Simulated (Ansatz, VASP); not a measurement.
**Hf in VASP and in Ansatz**

```xyz
1
Lattice="-1.4524 1.4524 1.4524 1.4524 -1.4524 1.4524 1.4524 1.4524 -1.4524" Properties=species:S:1:pos:R:3 pbc="T T T"
Hf    0.0000    0.0000    0.0000
```

Change from the starting cell: volume scaled by 0.6, LAPW.

Alike in both runs: task single point; functional LDA; k mesh 17 × 17 × 17; occupations fermi-dirac, width 0.08 eV; no spin polarisation.

```csv
,VASP,Ansatz
version,VASP 6.6.1,Ansatz 0.2.0
potentials or method,"VASP PAW LDA potentials, release 64 (Hf_pv), cutoff 520 eV","all-electron LAPW, scalar-relativistic"
```

```tsv
	VASP	Ansatz	Ansatz less VASP
pressure (GPa)	142.9	143.4	+0.47
```

LDA's correlation is that of Perdew and Zunger in VASP and of Perdew and Wang (1992) in Ansatz. Both programs put the cell under a high pressure, so it lies far from rest at this level. Ansatz ran all-electron here, and VASP with PAW potentials.

Spin-orbit coupling is off throughout. Noted on VASP's run: the cell as given lies far from equilibrium.
